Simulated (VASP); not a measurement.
Set up this calculation in VASP 6.6.1, as the native input.

```
Task                   : single point
Functional             : PBE
Potentials or basis    : VASP PAW PBE potentials, release 64 (La, Al, N)
Cutoff                 : 520 eV
k mesh                 : 6 × 6 × 4
Occupations            : gaussian, width 0.1 eV
Spin                   : no spin polarisation
Dipole correction      : no
Further INCAR settings : ALGO = Normal; EDIFF = 1e-07; NBANDS = 25
```

The structure of LaAl2N3 lies in POSCAR:

```
LaAl2N3
1.0
    3.7280250446      0.0000000000      0.0000000000
    0.0000000000      3.7280250446      0.0000000000
    0.0000000000      0.0000000000      7.4023007417
La Al N
1 2 3
Direct
    0.5000000000      0.5000000000      0.3352566302
    0.5000000000      0.5000000000      0.7324799171
    0.0000000000      0.0000000000      0.6053482244
    0.5000000000      0.0000000000      0.6755012053
    0.0000000000      0.5000000000      0.6755012053
    0.0000000000      0.0000000000      0.3345682075
```

These files were run (other wordings do the same):

INCAR

```
SYSTEM = LaAl2N3
PREC = Accurate
ENCUT = 520
EDIFF = 1E-7
ISMEAR = 0
SIGMA = 0.1
LREAL = .False.
LASPH = .True.
NELM = 100
ALGO = Normal
ISIF = 2
LWAVE = .False.
LCHARG = .False.
GGA = PE
NBANDS = 25
```

KPOINTS

```
regular mesh
0
Gamma
  6 6 4
  0 0 0
```

Potentials or basis: VASP PAW PBE potentials, release 64 (La, Al, N).

Launch:

```bash
$ cat potpaw_PBE.64/La/POTCAR potpaw_PBE.64/Al/POTCAR potpaw_PBE.64/N/POTCAR > POTCAR
$ mpirun -np 1 vasp_std > vasp.out
```

Results of the run:

The pressure is 0.0 GPa and the largest force is 0.013 eV/Å. The band gap on the k mesh is zero (band 16 reaches 5.47 eV, above the bottom of band 17 at 5.32 eV).

Caveat: spin-orbit coupling is left out, which moves the levels of the heavy elements.

Wall time 73 s on 1 thread of Intel(R) Xeon(R) Platinum 8488C (Sapphire Rapids) (shared host), peak memory 0.25 GiB.
